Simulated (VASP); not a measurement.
Al4P:

```xyz
5
Lattice="-2.0961 2.0961 4.1041 2.0961 -2.0961 4.1041 2.0961 2.0961 -4.1041" Properties=species:S:1:pos:R:3 pbc="T T T"
Al    0.0000    0.0000    1.9454
Al    0.0000    0.0000    6.2629
Al    0.0000    2.0961    0.0000
Al    2.0961    0.0000    0.0000
P     0.0000    0.0000    0.0000
```

The cell was built from a structure type or drawn by symmetry, and may not be a known phase.

```yaml
Program: VASP 6.6.1
Task: relaxation of cell and atoms
Functional: PBE
Potentials_or_basis: VASP PAW PBE potentials, release 64 (Al, P)
Cutoff: 600 eV
k_mesh: 6 × 6 × 6
Occupations: gaussian, width 0.1 eV
Spin: no spin polarisation
```

At the start: pressure 48.8 GPa; volume 14.43 Å³/atom.

Q: Where does the relaxation end?

A: Over 16 steps the energy falls by 1107.7 meV/atom and the volume is 18.69 Å³/atom (+29.6 %); space group I4/mmm (No. 139, to 0.1 Å) before and after.

The path:
```csv
step,energy change (eV),largest force (eV/Å),pressure (GPa),volume (Å³)
1,0.0000,8.4572,48.83,72.13
2,-3.5731,0.0715,-8.38,128.18
3,-4.6300,0.5059,-0.51,100.08
4,-4.6304,0.5425,-0.14,99.46
5,-4.8718,0.6188,-1.86,100.18
6,-5.0001,0.8310,-2.48,100.67
7,-4.9844,1.7783,-1.83,100.79
8,-5.0210,1.2127,-2.34,100.87
9,-5.2367,0.9710,-0.76,96.67
10,-5.3077,0.6417,8.25,84.85
11,-5.3713,0.8781,1.56,92.21
12,-5.4446,0.4755,4.21,88.51
13,-5.4853,0.7102,2.09,91.16
14,-5.5075,0.2201,2.70,90.19
15,-5.5382,0.0460,-0.05,93.63
16,-5.5383,0.0343,0.07,93.46
```

Final structure:
```xyz
5
Lattice="-2.5000 2.5000 3.7382 2.5000 -2.5000 3.7382 2.5000 2.5000 -3.7382" Properties=species:S:1:pos:R:3 pbc="T T T"
Al    0.0000    0.0000    2.3761
Al    0.0000    0.0000    5.1003
Al    0.0000    2.5000    0.0000
Al    2.5000    0.0000    0.0000
P     0.0000    0.0000    0.0000
```

Caveat: the volume moved by over 15 % at a fixed basis, so the end points are rough.
